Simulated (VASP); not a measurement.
# MgI (P6_3mc) in VASP: a series of runs, part 2 of 2

VASP 6.6.1.

### Step 3. Single point, PBEsol

This run uses another cell than the first one, of 33.88 Å³/atom.

File INCAR:

```
SYSTEM = MgI
ALGO = Normal
EDIFF = 1E-6
ENCUT = 520
GGA = PS
ISIF = 2
ISMEAR = 0
LASPH = .TRUE.
LCHARG = .FALSE.
LREAL = .FALSE.
LWAVE = .FALSE.
NBANDS = 17
NELM = 60
PREC = Accurate
SIGMA = 0.1
```

File KPOINTS:

```
k-points
0
G
  12 12 4
  0 0 0
```

File POSCAR:

```
MgI
1.0
    3.9727525005      0.0000000000      0.0000000000
   -1.9863762503      3.4405045884      0.0000000000
    0.0000000000      0.0000000000      9.9150959521
Mg I
2 2
Direct
    0.6666666667      0.3333333333      0.8407692914
    0.3333333333      0.6666666667      0.3407692914
    0.6666666667      0.3333333333      0.5342307086
    0.3333333333      0.6666666667      0.0342307086
```

Potentials or basis: VASP PAW PBE potentials, release 64 (Mg, I).

On the command line:

```bash
cat potpaw_PBE.64/Mg/POTCAR potpaw_PBE.64/I/POTCAR > POTCAR
mpirun -np 1 vasp_std > vasp.out
```

OUTCAR:

```text
SYSTEM = MgI
   EDIFF = 1E-6
   ENCUT = 520
   GGA = PS
   ISIF = 2
   ISMEAR = 0
   LASPH = .TRUE.
   LREAL = .FALSE.
   NELM = 60
   PREC = Accurate

 ion  position               nearest neighbor table
   1  0.667  0.333  0.841-   4 2.99   4 2.99   4 2.99   3 3.04
   2  0.333  0.667  0.341-   3 2.99   3 2.99   3 2.99   4 3.04
   3  0.667  0.333  0.534-   2 2.99   2 2.99   2 2.99   1 3.04
   4  0.333  0.667  0.034-   1 2.99   1 2.99   1 2.99   2 3.04

  LATTYP: Found a hexagonal cell.
 ALAT       =     3.9727525005
 C/A-ratio  =     2.4957748943

  Lattice vectors:

 A1 = (   3.9727525005,   0.0000000000,   0.0000000000)
 A2 = (  -1.9863762503,   3.4405045884,   0.0000000000)
 A3 = (   0.0000000000,   0.0000000000,   9.9150959521)

Analysis of symmetry for initial positions (statically):
=====================================================================
 Subroutine PRICEL returns:
 Original cell was already a primitive cell.

 Routine SETGRP: Setting up the symmetry group for a
 hexagonal supercell.

 Subroutine GETGRP returns: Found 12 space group operations
 (whereof  6 operations were pure point group operations)
 out of a pool of 24 trial point group operations.

The static configuration has the point symmetry C_3v.
 The point group associated with its full space group is C_6v.

Analysis of symmetry for dynamics (positions and initial velocities):
=====================================================================
 Subroutine PRICEL returns:
 Original cell was already a primitive cell.

 Routine SETGRP: Setting up the symmetry group for a
 hexagonal supercell.

 Subroutine GETGRP returns: Found 12 space group operations
[... 123 lines left out ...]
   ISMEAR =     0;   SIGMA  =   0.10  broadening in eV -4-tet -1-fermi 0-gaus
   EFERMI_NEDOS =   21; number of points for ismear=-14 and -15
   IALGO  =     38    algorithm
   IMIX   =      4    mixing-type and parameters
     AMIX     =   0.40;   BMIX     =  1.00
     AMIX_MAG =   1.60;   BMIX_MAG =  1.00
  volume/ion in A,a.u.               =      33.88       228.64
  Fermi-wavevector in a.u.,A,eV,Ry     =   0.835274  1.578438  9.492542  0.697682
  Thomas-Fermi vector in A             =   1.948805
   LORBIT       =      0    0 simple, 1 ext, 2 COOP (PROOUT), +10 PAW based schemes
   GGA     = PS    functional components
   LHFCALC =     F    Hartree Fock is set to
   AEXX    =    0.0000 exact exchange contribution
   IVDW    =     0    specifies the selected vdW correction
   LEPSILON=     F    determine dielectric tensor
   LRPA    =     F    only Hartree local field effects (RPA)
 non-spin polarized calculation
 Gauss-broadening in eV      SIGMA  =   0.10
  energy-cutoff  :      520.00
  volume of cell :      135.52
 maximum number of plane-waves:      3679
 NGX is ok and might be reduce to    30
   NGX = 15   NGY = 15   NGZ = 37

 number of electron      18.0000004 magnetization

 Free energy of the ion-electron system (eV)
  ---------------------------------------------------
  ext. energy  EPLUGINS =         0.00000000
  ---------------------------------------------------
  free energy    TOTEN  =        -8.04891137 eV

  energy without entropy =       -8.03651897  energy(sigma->0) =       -8.04271517

 E-fermi :   3.9566     XC(G=0):  -8.2180

 val. band max:        3.9494156256   @ k =   0.2500   0.1667   0.5000
 cond. band min:       3.9845494151   @ k =   0.2500   0.2500   0.2500
 fundamental gap:      0.0351337895
 Fermi energy:         3.9566202160

 k-point     1 :       0.0000    0.0000    0.0000
  band No.  band energies     occupation
      1     -10.5577      2.00000
      2     -10.4735      2.00000
      3      -2.4866      2.00000
      4      -1.0277      2.00000
      5       1.5855      2.00000
      6       1.6205      2.00000
[... 457 lines left out ...]
      4      -1.3088      2.00000
      5      -0.9732      2.00000
      6      -0.5968      2.00000
[... 9 lines left out ...]
     16       8.6437      0.00000
     17       9.5323      0.00000

 [... further k-points ...]

------------------------ aborting loop because EDIFF is reached ----------------------------------------

  FORCE on cell =-STRESS in cart. coord.  units (eV):
  Direction    XX          YY          ZZ          XY          YZ          ZX
  --------------------------------------------------------------------------------------
  -------------------------------------------------------------------------------------
  Total       -0.0024022     -0.0024022      0.0078130      0.0000000      0.0000000     -0.0000000
  in kB       -0.0283994     -0.0283994      0.0923674      0.0000000      0.0000000     -0.0000000
  external PRESSURE =       0.0118562 kB  Pullay stress =       0.0000000 kB

 VOLUME and BASIS-vectors are now :
 -----------------------------------------------------------------------------
  energy-cutoff  :      520.00
  volume of cell :      135.52
      direct lattice vectors                 reciprocal lattice vectors
     3.972752500  0.000000000  0.000000000     0.251714649  0.145327520  0.000000000
    -1.986376250  3.440504588  0.000000000     0.000000000  0.290655040  0.000000000
     0.000000000  0.000000000  9.915095952     0.000000000  0.000000000  0.100856311

 POSITION                                       TOTAL-FORCE (eV/Angst)
 -----------------------------------------------------------------------------------
      1.98638      1.14683      8.33631        -0.000000      0.000000      0.003643
     -0.00000      2.29367      3.37876         0.000000     -0.000000      0.003643
      1.98638      1.14683      5.29695        -0.000000     -0.000000     -0.003643
     -0.00000      2.29367      0.33940         0.000000      0.000000     -0.003643
 -----------------------------------------------------------------------------------
    total drift:                                0.000000      0.000000      0.000457

  FREE ENERGIE OF THE ION-ELECTRON SYSTEM (eV)
  ---------------------------------------------------
  free  energy   TOTEN  =        -8.0489113738 eV

  energy  without entropy=       -8.0365189653  energy(sigma->0) =       -8.04271517
```

OSZICAR:

```text
N       E                     dE             d eps       ncg     rms          rms(c)
DAV:   1     0.743426442682E+02    0.74343E+02   -0.62018E+03  1938   0.819E+02
DAV:   2    -0.133822361810E+01   -0.75681E+02   -0.70439E+02  2558   0.123E+02
DAV:   3    -0.808111017280E+01   -0.67429E+01   -0.67066E+01  2563   0.400E+01
DAV:   4    -0.821265580984E+01   -0.13155E+00   -0.13153E+00  2790   0.656E+00
DAV:   5    -0.821396678836E+01   -0.13110E-02   -0.13110E-02  2669   0.595E-01    0.877E+00
DAV:   6    -0.808451969703E+01    0.12945E+00   -0.11715E-01  2271   0.151E+00    0.532E+00
DAV:   7    -0.805372111373E+01    0.30799E-01   -0.15542E-01  2471   0.168E+00    0.504E-01
DAV:   8    -0.804917151137E+01    0.45496E-02   -0.24981E-02  2066   0.747E-01    0.291E-01
DAV:   9    -0.804919621928E+01   -0.24708E-04   -0.12077E-03  2485   0.160E-01    0.194E-01
DAV:  10    -0.804894720258E+01    0.24902E-03   -0.48435E-04  2260   0.105E-01    0.170E-01
DAV:  11    -0.804891595490E+01    0.31248E-04   -0.70515E-05  2521   0.386E-02    0.871E-02
DAV:  12    -0.804891389519E+01    0.20597E-05   -0.24306E-06  2328   0.795E-03    0.527E-02
DAV:  13    -0.804891188938E+01    0.20058E-05   -0.24453E-06  1774   0.644E-03    0.293E-02
DAV:  14    -0.804891137379E+01    0.51559E-06   -0.24646E-06  1898   0.631E-03
   1 F= -.80489114E+01 E0= -.80427152E+01  d E =-.123924E-01
```

It took 58 s on 1 thread of Intel Xeon 6975P-C (Granite Rapids), shared host; peak memory 0.33 GiB.

What came out:

```yaml
Free_energy: -8.0489 eV
Pressure: 0.0 GPa
Largest_force: 0.004 eV/Å
Band_gap_on_the_k_mesh: zero (bands 9 and 10 overlap by 1.21 eV)
```

Forces in eV/Å, atoms in the order of the input:
```
Mg   0.000  0.000  0.004
Mg   0.000  0.000  0.004
I    0.000  0.000 -0.004
I    0.000  0.000 -0.004
```

Caveat: the PAW data sets were made with another functional, which shifts forces and pressure a little; spin-orbit coupling is left out, which moves the levels of the heavy elements.

### Step 4. Relaxation of cell and atoms, PBEsol

This run uses another cell than the first one, of 33.63 Å³/atom.

File INCAR:

```
SYSTEM = MgI
PREC = Accurate ; ENCUT = 600
EDIFF = 1E-6 ; ISMEAR = 0
SIGMA = 0.1 ; LREAL = .FALSE.
LASPH = .TRUE. ; NELM = 60
ALGO = Normal ; ISIF = 3
LWAVE = .FALSE. ; LCHARG = .FALSE.
GGA = PS ; IBRION = 2
NSW = 80 ; EDIFFG = -0.01
```

File KPOINTS:

```
regular mesh
0
G
  12 12 4
  0 0 0
```

File POSCAR:

```
MgI
1.0
    3.9589848186      0.0000000000      0.0000000000
   -1.9794924093      3.4285814261      0.0000000000
    0.0000000000      0.0000000000      9.9091559487
Mg I
2 2
Direct
    0.6666666667      0.3333333333      0.8404774793
    0.3333333333      0.6666666667      0.3404774793
    0.6666666667      0.3333333333      0.5345225207
    0.3333333333      0.6666666667      0.0345225207
```

On the command line:

```bash
cat potpaw_PBE.64/Mg/POTCAR potpaw_PBE.64/I/POTCAR > POTCAR
mpirun -np 1 vasp_std > vasp.out
```

It took 2.1 min on 1 thread of Intel Xeon 6975P-C (Granite Rapids), shared host; peak memory 0.37 GiB.

Results (log left out):

| Quantity | Value |
| --- | --- |
| Free energy | -8.0489 eV |
| Relaxed volume | 33.86 Å³/atom |
| Relaxed cell | a = 3.971 Å, b = 3.971 Å, c = 9.920 Å, α = 90.00°, β = 90.00°, γ = 120.00° |
| Space group after relaxing (to 0.1 Å) | P6_3mc (No. 186) |
| Energy gained by relaxing | 0.1 meV/atom |
| Ionic steps | 6 |
| Pressure after relaxing | 0.0 GPa |
| Largest force after relaxing | 0.010 eV/Å |
| Band gap on the k mesh | zero (bands 9 and 10 overlap by 1.22 eV) |

Forces on the atoms (eV/Å):
```
Mg   0.000  0.000  0.010
Mg   0.000  0.000  0.010
I    0.000  0.000 -0.010
I    0.000  0.000 -0.010
```

Step by step:
```tsv
step	energy change (eV)	largest force (eV/Å)	pressure (GPa)	volume (Å³)
1	0.0000	0.0067	0.10	134.50
2	-0.0002	0.0098	0.06	134.90
3	-0.0003	0.0116	0.02	135.13
4	-0.0003	0.0152	-0.04	135.58
5	-0.0003	0.0136	-0.01	135.39
6	-0.0004	0.0098	-0.01	135.45
```

Final structure:
```xyz
4
Lattice="3.9707 0.0000 0.0000 -1.9854 3.4388 0.0000 0.0000 0.0000 9.9202" Properties=species:S:1:pos:R:3 pbc="T T T"
Mg    1.9854    1.1463    8.3393
Mg    0.0000    2.2925    3.3792
I     1.9854    1.1463    5.3010
I     0.0000    2.2925    0.3409
```

Levels at points of the mesh, in eV from the Fermi level:
```
           k point  band 7  band 8  band 9  band 10  band 11  band 12
(0.00, 0.00, 0.00)   -2.32   -2.28   -2.28     1.50     2.58     3.29
(0.50, 0.00, 0.00)   -3.19   -3.09   -0.16     0.48     0.97     1.35
(0.00, 0.00, 0.50)   -2.30   -2.30   -0.66    -0.66     3.08     3.08
(0.50, 0.00, 0.50)   -3.14   -3.14   -0.32    -0.32     2.04     2.04
```

Caveat: the PAW data sets were made with another functional, which shifts forces and pressure a little; spin-orbit coupling is left out, which moves the levels of the heavy elements.

### Step 5. The runs side by side

```csv
task,cell,k mesh,cutoff (eV),gap on the mesh (eV),pressure (GPa),largest force (eV/Å)
single point,"a = 4.282, b = 4.282, c = 7.050 Å, angles 90.0, 90.0, 120.0°, 4 atoms, atomic positions A",6 × 6 × 4,520,none,11.7,0.22
single point,"a = 3.973, b = 3.973, c = 9.915 Å, angles 90.0, 90.0, 120.0°, 4 atoms, atomic positions B",12 × 12 × 4,520,none,0.0,-
relaxation of cell and atoms,"relaxed from a = 3.959, b = 3.959, c = 9.909 Å, angles 90.0, 90.0, 120.0°, 4 atoms, atomic positions B",12 × 12 × 4,600,none,0.0,0.01
```

Alike in all rows: level PBEsol; potentials or basis VASP PAW PBE potentials, release 64 (Mg, I); no spin polarisation; smearing gaussian 0.1 eV.

Caveats: the PAW data sets were made with another functional, which shifts forces and pressure a little; spin-orbit coupling is left out, which moves the levels of the heavy elements; the cell stands under pressure (at least some runs).

Total energies depend on the potentials used, so only differences within one code and one set of settings carry meaning.
